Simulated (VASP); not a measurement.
A run of VASP 6.6.1 is set up as follows.

Contents of INCAR:

```
SYSTEM = MoS2
ALGO = Normal ; EDIFF = 1E-7
EDIFFG = -0.01 ; ENCUT = 500
GGA = RE ; GGA_COMPAT = .False.
IBRION = 2 ; ISIF = 4
ISMEAR = 0 ; ISPIN = 2
IVDW = 13 ; LASPH = .True.
LCHARG = .False. ; LMAXMIX = 4
LORBIT = 11 ; LREAL = .False.
LWAVE = .False. ; MAGMOM = 0.05 0.05 0 0 0 0
NELM = 200 ; NELMIN = 4
NSW = 60 ; PREC = Accurate
SIGMA = 0.05
```

KPOINTS

```
k-points
0
Gamma
  8 8 2
  0 0 0
```

File POSCAR:

```
MoS2
1.0
    3.1425227753      0.0000000000      0.0000000000
   -1.5712613876      2.7215045554      0.0000000000
    0.0000000000      0.0000000000     11.7824942358
Mo S
2 4
Direct
    0.3333333333      0.6666666667      0.2500000000
    0.6666666667      0.3333333333      0.7500000000
    0.3333333333      0.6666666667      0.6164817368
    0.6666666667      0.3333333333      0.1164817368
    0.3333333333      0.6666666667      0.8835182632
    0.6666666667      0.3333333333      0.3835182632
```

Potentials or basis: VASP PAW PBE potentials, release 64 (Mo_sv, S).

Launch:

```bash
$ cat potpaw_PBE.64/Mo_sv/POTCAR potpaw_PBE.64/S/POTCAR > POTCAR
$ mpirun -np 1 vasp_std > vasp.out
```

(1) What does it give for the dispersion energy per atom?

(2) What does it give for the band gap on the k mesh?

(3) What does it give for the net moment?

## Answers

(1) -0.830 eV.

(2) 0.80 eV, indirect (least direct gap 1.99 eV).

(3) 0.00 μB per cell.
